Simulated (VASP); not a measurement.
# Hf (P6_3/mmc) in VASP: notebook

The runs below take Hf through single point, relaxation of cell and atoms, with PBE.

Everything below comes from runs of VASP 6.6.1. Logs are shortened: lines on timing, memory, paths and dates and some standing lists are left out, and cuts for length are marked.

## 1. The cell of the first run

It takes space group P6_3/mmc (No. 194, hexagonal). Conventional cell: a = 3.222 Å, b = 3.222 Å, c = 5.098 Å, α = 90.00°, β = 90.00°, γ = 120.00°. Within 4.2 Å of Hf (site symmetry -6m2) lie 12 Hf at 3.16 to 3.22 Å.

## 2. Single point, PBE

File INCAR:

```
SYSTEM = Hf
  ALGO = Normal
  EDIFF = 1E-6
  ENCUT = 520
  GGA = PE
  ISIF = 2
  ISMEAR = -1
  LASPH = .True.
  LCHARG = .False.
  LREAL = .False.
  LWAVE = .False.
  NBANDS = 17
  NELM = 100
  PREC = Accurate
  SIGMA = 0.1
```

File KPOINTS:

```
k-points
0
Gamma
  14 14 8
  0 0 0
```

File POSCAR:

```
Hf
1.0
    3.2216970802      0.0000000000      0.0000000000
   -1.6108485401      2.7900715148      0.0000000000
    0.0000000000      0.0000000000      5.0984621427
Hf
2
Direct
    0.3333333333      0.6666666667      0.2500000000
    0.6666666667      0.3333333333      0.7500000000
```

Potentials or basis: VASP PAW PBE potentials, release 64 (Hf_pv).

Launch:

```sh
$ cat potpaw_PBE.64/Hf_pv/POTCAR > POTCAR
$ mpirun -np 1 vasp_std > vasp.out
```

OUTCAR:

```text
SYSTEM = Hf
   EDIFF = 1E-6
   ENCUT = 520
   GGA = PE
   ISIF = 2
   ISMEAR = -1
   LASPH = .True.
   LREAL = .False.
   NELM = 100
   PREC = Accurate

 ion  position               nearest neighbor table
   1  0.333  0.667  0.250-   2 3.16   2 3.16   2 3.16   2 3.16   2 3.16   2 3.16
   2  0.667  0.333  0.750-   1 3.16   1 3.16   1 3.16   1 3.16   1 3.16   1 3.16

  LATTYP: Found a hexagonal cell.
 ALAT       =     3.2216970802
 C/A-ratio  =     1.5825392691

  Lattice vectors:

 A1 = (   3.2216970802,   0.0000000000,   0.0000000000)
 A2 = (  -1.6108485401,   2.7900715148,   0.0000000000)
 A3 = (   0.0000000000,   0.0000000000,   5.0984621427)

Analysis of symmetry for initial positions (statically):
=====================================================================
 Subroutine PRICEL returns:
 Original cell was already a primitive cell.

 Routine SETGRP: Setting up the symmetry group for a
 hexagonal supercell.

 Subroutine GETGRP returns: Found 24 space group operations
 (whereof 12 operations were pure point group operations)
 out of a pool of 24 trial point group operations.

The static configuration has the point symmetry D_3d.
 The point group associated with its full space group is D_6h.

Analysis of symmetry for dynamics (positions and initial velocities):
=====================================================================
 Subroutine PRICEL returns:
 Original cell was already a primitive cell.

 Routine SETGRP: Setting up the symmetry group for a
 hexagonal supercell.

 Subroutine GETGRP returns: Found 24 space group operations
 (whereof 12 operations were pure point group operations)
 out of a pool of 24 trial point group operations.

The dynamic configuration has the point symmetry D_3d.
 The point group associated with its full space group is D_6h.

 Subroutine INISYM returns: Found 24 space group operations
 (whereof 12 operations are pure point group operations),
 and found     1 'primitive' translations

----------------------------------------------------------------------------------------

                                     Primitive cell

  volume of cell :      45.8289

  direct lattice vectors                    reciprocal lattice vectors
     3.221697080  0.000000000  0.000000000     0.310395414  0.179206876  0.000000000
    -1.610848540  2.790071515  0.000000000     0.000000000  0.358413752  0.000000000
     0.000000000  0.000000000  5.098462143     0.000000000  0.000000000  0.196137575

  length of vectors
     3.221697080  3.221697080  5.098462143     0.358413752  0.358413752  0.196137575

  position of ions in fractional coordinates (direct lattice)
     0.333333333  0.666666667  0.250000000
     0.666666667  0.333333333  0.750000000

  ion indices of the primitive-cell ions
   primitive index   ion index
                 1           1
                 2           2

----------------------------------------------------------------------------------------

 KPOINTS: k-points

Automatic generation of k-mesh.
 Grid dimensions read from file:
 generate k-points for:   14   14    8

 Generating k-lattice:

  Cartesian coordinates                     Fractional coordinates (reciprocal lattice)
     0.022171101  0.012800491  0.000000000     0.071428571  0.000000000  0.000000000
     0.000000000  0.025600982  0.000000000     0.000000000  0.071428571  0.000000000
     0.000000000  0.000000000  0.024517197     0.000000000  0.000000000  0.125000000

  Length of vectors
     0.025600982  0.025600982  0.024517197

  Shift w.r.t. Gamma in fractional coordinates (k-lattice)
     0.000000000  0.000000000  0.000000000

 Subroutine IBZKPT returns following result:
 ===========================================

 Found    120 irreducible k-points:

 Following reciprocal coordinates:
            Coordinates               Weight
  0.000000  0.000000  0.000000      1.000000
  0.071429  0.000000  0.000000      6.000000
  0.142857 -0.000000  0.000000      6.000000
  0.214286  0.000000  0.000000      6.000000
  0.285714 -0.000000  0.000000      6.000000
  0.357143 -0.000000  0.000000      6.000000
[... 16 lines left out ...]
  0.285714  0.285714  0.000000      6.000000
  0.357143  0.285714  0.000000      6.000000
 [... further k-points ...]
   k-points           NKPTS =    120   k-points in BZ     NKDIM =    120   number of bands    NBANDS=     17
   number of dos      NEDOS =    301   number of ions     NIONS =      2
   total plane-waves  NPLWV =  23040
   dimension x,y,z NGX =    24 NGY =   24 NGZ =   40
   dimension x,y,z NGXF=    48 NGYF=   48 NGZF=   80
   ions per type =               2
   NGX,Y,Z   is equivalent  to a cutoff of  12.38, 12.38, 13.04 a.u.
   NGXF,Y,Z  is equivalent  to a cutoff of  24.77, 24.77, 26.09 a.u.
 SYSTEM =  Hf
   PREC   = accura    normal or accurate (medium, high low for compatibility)
   ISTART =      0    job   : 0-new  1-cont  2-samecut
   ICHARG =      2    charge: 1-file 2-atom 10-const
   ISPIN  =      1    spin polarized calculation?
   LNONCOLLINEAR =      F non collinear calculations
   LSORBIT =      F    spin-orbit coupling
   LASPH  =      T    aspherical Exc in radial PAW
   ENCUT  =  520.0 eV  38.22 Ry    6.18 a.u.   5.99  5.99  9.48*2*pi/ulx,y,z
   NELM   =    100;   NELMIN=  2; NELMDL= -5     # of ELM steps
   EDIFF  = 0.1E-05   stopping-criterion for ELM
   LREAL  =      F    real-space projection
   EDIFFG = 0.1E-04   stopping-criterion for IOM
   NSW    =      0    number of steps for IOM
   IBRION =     -1    ionic relax: 0-MD 1-quasi-New 2-CG
   NFREE  =      0    steps in history (QN), initial steepest desc. (CG)
   ISIF   =      2    stress and relaxation
   ISYM   =      2    0-nonsym 1-usesym 2-fastsym
   POTIM  = 0.5000    time-step for ionic-motion
   TEBEG  =    0.0;   TEEND  =   0.0 temperature during run
   PSTRESS=    0.0 pullay stress
   NELECT =      20.0000    total number of electrons
   NUPDOWN=      -1.0000    fix difference up-down
   EMIN   =  10.00;   EMAX   =-10.00  energy-range for DOS
   EFERMI =   0.00;   METHOD = LEGACY
   ISMEAR =    -1;   SIGMA  =   0.10  broadening in eV -4-tet -1-fermi 0-gaus
   EFERMI_NEDOS =   21; number of points for ismear=-14 and -15
   IALGO  =     38    algorithm
   IMIX   =      4    mixing-type and parameters
     AMIX     =   0.40;   BMIX     =  1.00
     AMIX_MAG =   1.60;   BMIX_MAG =  1.00
  volume/ion in A,a.u.               =      22.91       154.63
  Fermi-wavevector in a.u.,A,eV,Ry     =   1.241762  2.346590 20.979819  1.541973
  Thomas-Fermi vector in A             =   2.376146
   LORBIT       =      0    0 simple, 1 ext, 2 COOP (PROOUT), +10 PAW based schemes
   GGA     = PE    functional components
   LHFCALC =     F    Hartree Fock is set to
   AEXX    =    0.0000 exact exchange contribution
   IVDW    =     0    specifies the selected vdW correction
   LEPSILON=     F    determine dielectric tensor
   LRPA    =     F    only Hartree local field effects (RPA)
 non-spin polarized calculation
  energy-cutoff  :      520.00
  volume of cell :       45.83
 maximum number of plane-waves:      1257
 NGX is ok and might be reduce to    24
   NGX = 11   NGY = 11   NGZ = 19

 number of electron      20.0000007 magnetization

 Free energy of the ion-electron system (eV)
  ---------------------------------------------------
  ext. energy  EPLUGINS =         0.00000000
  ---------------------------------------------------
  free energy    TOTEN  =       -19.87040268 eV

  energy without entropy =      -19.81356193  energy(sigma->0) =      -19.84198231

 E-fermi :   4.7388     XC(G=0): -11.1745

 val. band max:        4.7357643748   @ k =   0.2857   0.2857   0.2500
 cond. band min:       4.7732737819   @ k =   0.4286   0.1429   0.3750
 fundamental gap:      0.0375094071
 Fermi energy:         4.7388385198

 k-point     1 :       0.0000    0.0000    0.0000
  band No.  band energies     occupation
      1     -26.3379      2.00000
      2     -25.6544      2.00000
      3     -25.6544      2.00000
      4     -25.5388      2.00000
      5     -25.5361      2.00000
      6     -25.5361      2.00000
[... 9 lines left out ...]
     16       7.3434      0.00000
     17       9.9612      0.00000

 k-point     2 :       0.0714    0.0000    0.0000
  band No.  band energies     occupation
      1     -26.3257      2.00000
      2     -25.6803      2.00000
      3     -25.6631      2.00000
      4     -25.5635      2.00000
      5     -25.5444      2.00000
      6     -25.5396      2.00000
[... 9 lines left out ...]
     16       7.2000      0.00000
     17      10.0763      0.00000

 k-point     3 :       0.1429   -0.0000    0.0000
  band No.  band energies     occupation
      1     -26.2903      2.00000
      2     -25.7529      2.00000
      3     -25.6870      2.00000
      4     -25.6388      2.00000
      5     -25.5613      2.00000
      6     -25.5500      2.00000
[... 9 lines left out ...]
     16       7.2496      0.00000
     17      10.3346      0.00000

 k-point     4 :       0.2143    0.0000    0.0000
  band No.  band energies     occupation
      1     -26.2353      2.00000
      2     -25.8580      2.00000
      3     -25.7442      2.00000
      4     -25.7203      2.00000
      5     -25.5895      2.00000
      6     -25.5660      2.00000
[... 9 lines left out ...]
     16       7.8781      0.00000
     17      10.6031      0.00000
[... 343 lines left out ...]
      1     -26.1130      2.00000
      2     -25.9910      2.00000
      3     -25.9484      2.00000
      4     -25.9080      2.00000
      5     -25.7838      2.00000
      6     -25.7481      2.00000
[... 9 lines left out ...]
     16      10.5014      0.00000
     17      11.0905      0.00000

 k-point    23 :       0.2857    0.2857    0.0000
  band No.  band energies     occupation
      1     -26.0861      2.00000
      2     -25.9955      2.00000
      3     -25.9384      2.00000
      4     -25.9082      2.00000
      5     -25.7922      2.00000
      6     -25.7860      2.00000
[... 9 lines left out ...]
     16      10.4206      0.00000
     17      11.0659      0.00000

 k-point    24 :       0.3571    0.2857    0.0000
  band No.  band energies     occupation
      1     -26.0881      2.00000
      2     -25.9597      2.00000
      3     -25.9564      2.00000
      4     -25.8955      2.00000
      5     -25.8310      2.00000
      6     -25.8111      2.00000
[... 9 lines left out ...]
     16      10.3825      0.00000
     17      10.3945      0.00000

 [... further k-points ...]
[... 5 lines left out ...]
  --------------------------------------------------------------------------------------
  -------------------------------------------------------------------------------------
  Total       -0.5937170     -0.5937170     -0.6284941      0.0000000      0.0000000      0.0000000
  in kB      -20.7563422    -20.7563422    -21.9721494      0.0000000      0.0000000      0.0000000
  external PRESSURE =     -21.1616112 kB  Pullay stress =       0.0000000 kB

 VOLUME and BASIS-vectors are now :
 -----------------------------------------------------------------------------
  energy-cutoff  :      520.00
  volume of cell :       45.83
      direct lattice vectors                 reciprocal lattice vectors
     3.221697080  0.000000000  0.000000000     0.310395414  0.179206876  0.000000000
    -1.610848540  2.790071515  0.000000000     0.000000000  0.358413752  0.000000000
     0.000000000  0.000000000  5.098462143     0.000000000  0.000000000  0.196137575

 POSITION                                       TOTAL-FORCE (eV/Angst)
 -----------------------------------------------------------------------------------
     -0.00000      1.86005      1.27462        -0.000000      0.000000      0.000000
      1.61085      0.93002      3.82385         0.000000      0.000000      0.000000
 -----------------------------------------------------------------------------------
    total drift:                               -0.000000      0.000000     -0.000000

  FREE ENERGIE OF THE ION-ELECTRON SYSTEM (eV)
  ---------------------------------------------------
  free  energy   TOTEN  =       -19.8704026798 eV

  energy  without entropy=      -19.8135619325  energy(sigma->0) =      -19.84198231
```

Run time: 1.9 min. Hardware: 1 thread of Intel Xeon 8259CL, shared host; peak memory 0.19 GiB.

What came out:

```
Free energy            : -19.8704 eV
Pressure               : -2.1 GPa
Band gap on the k mesh : zero (bands 10 and 11 overlap by 1.55 eV)
```

Caveat: spin-orbit coupling is left out, which moves the levels of the heavy elements.

## 3. Single point, PBE

File INCAR:

```
PREC = Accurate
ENCUT = 520
EDIFF = 1E-7
ISMEAR = -1
SIGMA = 0.1
LREAL = F
LASPH = T
NELM = 100
ALGO = Normal
ISIF = 2
LWAVE = F
LCHARG = T
GGA = PE
LELF = T
LVHAR = T
NBANDS = 17
```

File KPOINTS:

```
regular mesh
0
Gamma
  14 14 8
```

File POSCAR:

```
Hf
1.0
    3.2222238353      0.0000000000      0.0000000000
   -1.6111119176      2.7905276980      0.0000000000
    0.0000000000      0.0000000000      5.0983797846
Hf
2
Direct
    0.3333333333      0.6666666667      0.2500000000
    0.6666666667      0.3333333333      0.7500000000
```

Potentials or basis: VASP PAW PBE potentials, release 64 (Hf_pv).

Launch:

```sh
$ cat potpaw_PBE.64/Hf_pv/POTCAR > POTCAR
$ mpirun -np 1 vasp_std > vasp.out
```

Run time: 2.2 min. Hardware: 1 thread of Intel Xeon 8259CL, shared host; peak memory 0.19 GiB.

It converged, with:

| Property | Result |
| --- | --- |
| Free energy | -19.8702 eV |
| Pressure | -2.1 GPa |
| Band gap on the k mesh | zero (bands 10 and 11 overlap by 1.55 eV) |

Stress tensor (GPa, compression positive):
```
-2.11  0.00  0.00
 0.00 -2.11  0.00
 0.00  0.00 -2.21
```

Levels at points of the mesh, in eV from the Fermi level:
```tsv
k point	band 8	band 9	band 10	band 11	band 12	band 13
(0.00, 0.00, 0.00)	-3.62	0.58	1.19	1.19	1.46	1.98
(0.50, 0.00, 0.00)	-2.65	-2.14	-0.82	0.81	0.86	1.65
(0.00, 0.00, 0.50)	-5.35	0.17	0.17	1.08	1.08	1.08
(0.50, 0.00, 0.50)	-3.31	-0.93	-0.93	1.12	1.12	2.61
```

Caveat: spin-orbit coupling is left out, which moves the levels of the heavy elements.

## 4. Relaxation of cell and atoms, PBE, target pressure -1.7 GPa, at which the enthalpy is minimised

File INCAR:

```
PREC = Accurate
ENCUT = 600
EDIFF = 1E-6
ISMEAR = -1
SIGMA = 0.1
LREAL = F
LASPH = T
NELM = 80
ALGO = Normal
ISIF = 3
LWAVE = F
LCHARG = F
GGA = PE
IBRION = 2
NSW = 32
EDIFFG = -0.005
PSTRESS = -17.0
```

KPOINTS is that of step 3.

File POSCAR:

```
Hf
1.0
    3.2216970802      0.0000000000      0.0000000000
   -1.6108485401      2.7900715148      0.0000000000
    0.0000000000      0.0000000000      5.0984621426
Hf
2
Direct
    0.3333333333      0.6666666667      0.2500000000
    0.6666666667      0.3333333333      0.7500000000
```

Launch:

```sh
$ cat potpaw_PBE.64/Hf_pv/POTCAR > POTCAR
$ mpirun -np 1 vasp_std > vasp.out
```

It took 4 min on 1 thread of Intel Xeon 8259CL, shared host; peak memory 0.22 GiB.

It converged, with:

- Free energy: -19.8731 eV
- Relaxed volume: 22.82 Å³/atom
- Relaxed cell: a = 3.218 Å, b = 3.218 Å, c = 5.090 Å, α = 90.00°, β = 90.00°, γ = 120.00°
- Space group after relaxing (to 0.1 Å): P6_3/mmc (No. 194)
- Energy change on relaxing (the run minimises the enthalpy): -1.1 meV/atom
- Ionic steps: 3
- Pressure after relaxing: -1.7 GPa
- Band gap on the k mesh: zero (bands 10 and 11 overlap by 1.55 eV)

Step by step:
| step | energy change (eV) | largest force (eV/Å) | pressure (GPa) | volume (Å³) |
| --- | --- | --- | --- | --- |
| 1 | 0.0000 | 0.0000 | -2.11 | 45.83 |
| 2 | -0.0041 | 0.0000 | -1.23 | 45.44 |
| 3 | -0.0022 | 0.0000 | -1.69 | 45.64 |

Final structure:
```
CELL_PARAMETERS angstrom
3.21772 0.00000 0.00000
-1.60886 2.78663 0.00000
0.00000 0.00000 5.09012
ATOMIC_POSITIONS crystal
Hf 0.33333 0.66667 0.25000
Hf 0.66667 0.33333 0.75000
```

Levels at points of the mesh, in eV from the Fermi level:
```tsv
k point	band 7	band 8	band 9	band 10	band 11	band 12	band 13	band 14
(0.00, 0.00, 0.00)	-7.30	-3.63	0.59	1.19	1.19	1.46	1.99	1.99
(0.50, 0.00, 0.00)	-3.30	-2.66	-2.15	-0.82	0.81	0.86	1.66	5.77
(0.00, 0.00, 0.50)	-5.35	-5.35	0.17	0.17	1.08	1.08	1.08	1.08
(0.50, 0.00, 0.50)	-3.33	-3.33	-0.94	-0.94	1.13	1.13	2.62	2.62
```

Caveat: the cell is relaxed towards a set pressure, so the run minimises the enthalpy, not the energy; spin-orbit coupling is left out, which moves the levels of the heavy elements.
